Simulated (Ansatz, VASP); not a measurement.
RbBr: VASP beside Ansatz

INCAR

```
ALGO     = Normal         # electronic algorithm
EDIFF    = 1E-6           # SCF threshold, eV
ENCUT    = 500            # plane-wave cutoff, eV
GGA      = PE             # functional
GGA_COMPAT= False        
ISIF     = 2              # what is computed and relaxed
ISMEAR   = 0              # smearing method
LASPH    = True           # aspherical terms in the spheres
LCHARG   = False          # write CHGCAR
LREAL    = False          # projectors in reciprocal space
LWAVE    = False          # write WAVECAR
NBANDS   = 15             # bands
NELM     = 120            # most SCF steps
PREC     = Accurate       # precision mode
SIGMA    = 0.02           # smearing width, eV
```

File KPOINTS:

```
k-points
0
Gamma
  6 6 6
```

Contents of POSCAR:

```
RbBr
1.0
    0.0000000000      3.4270000000      3.4270000000
    3.4270000000      0.0000000000      3.4270000000
    3.4270000000      3.4270000000      0.0000000000
Rb Br
1 1
Direct
    0.0000000000      0.0000000000      0.0000000000
    0.5000000000      0.5000000000      0.5000000000
```

Input for Ansatz:

```yaml
crystal:
  lattice:
    - [0.0, 3.427, 3.427]
    - [3.427, 0.0, 3.427]
    - [3.427, 3.427, 0.0]
  atoms:
    - { symbol: Rb, position: [0.0, 0.0, 0.0] }
    - { symbol: Br, position: [0.5, 0.5, 0.5] }
basis:
  ecutwfc: 420
kpoints:
  mp_grid: { grid: [6, 6, 6] }
hamiltonian:
  xc: pbe
scf:
  occupations: { method: gaussian, width: 0.02 }
output:
  forces: true
  stress: true
  eigenvalues: true
  populations: true
```

Alike in both runs: task single point; functional PBE; k mesh 6 × 6 × 6; occupations gaussian, width 0.02 eV; no spin polarisation.

|  | VASP | Ansatz |
| --- | --- | --- |
| version | VASP 6.6.1 | Ansatz 0.2.0 |
| potentials or method | VASP PAW PBE potentials, release 64 (Rb_sv, Br), cutoff 500 eV | scalar-relativistic, plane waves, PAW |
| valence electrons in the cell | 16 | 16 |

```tsv
	VASP	Ansatz	Ansatz less VASP
gap on the k mesh at the Fermi level (eV)	4.36	4.36	+0.003
least direct gap on the mesh (eV)	4.36	4.36	+0.003
pressure (GPa)	1.0	1.0	-0.02
```
